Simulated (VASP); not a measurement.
# MgO: single point with LDA

The system is MgO.

```xyz
2
Lattice="2.8940 0.0000 0.0000 -1.4470 2.5062 0.0000 0.0000 0.0000 2.7199" Properties=species:S:1:pos:R:3 pbc="T T T"
Mg    0.0000    0.0000    0.0000
O     0.0000    1.6708    1.3599
```

This cell differs from its parent crystal: strain -0.015 along x and y, +0.015 along z.

```yaml
Program: VASP 6.6.1
Task: single point
Functional: LDA
Potentials_or_basis: VASP PAW LDA potentials, release 64 (Mg, O)
Cutoff: 520 eV
k_mesh: 9 × 9 × 8
Occupations: gaussian, width 0.05 eV
Spin: no spin polarisation
Dipole_correction: no
Further_INCAR_settings: ALGO = Normal; EDIFF = 1e-06; NBANDS = 11
```

The pressure is -9.7 GPa and the band gap on the k mesh is 2.97 eV, indirect (least direct gap 3.43 eV).

Stress tensor (GPa, compression positive):
```
 -3.97   0.00   0.00
  0.00  -3.97   0.00
  0.00   0.00 -21.04
```

Levels at points of the mesh, in eV from the valence-band top:
| k point | band 2 | band 3 | band 4 | band 5 | band 6 | band 7 |
| --- | --- | --- | --- | --- | --- | --- |
| (0.00, 0.00, 0.00) | -0.69 | -0.46 | -0.46 | 2.97 | 11.53 | 15.83 |
| (0.00, 0.00, 0.50) | -5.60 | 0.00 | 0.00 | 8.45 | 8.77 | 17.49 |

Wall time 22 s on 1 thread of AMD EPYC 7R13, with other jobs on the host, peak memory 0.1 GiB.

Caveat: the cell differs from its parent crystal (strain -0.015 along x and y, +0.015 along z). A k mesh can miss the band edges.
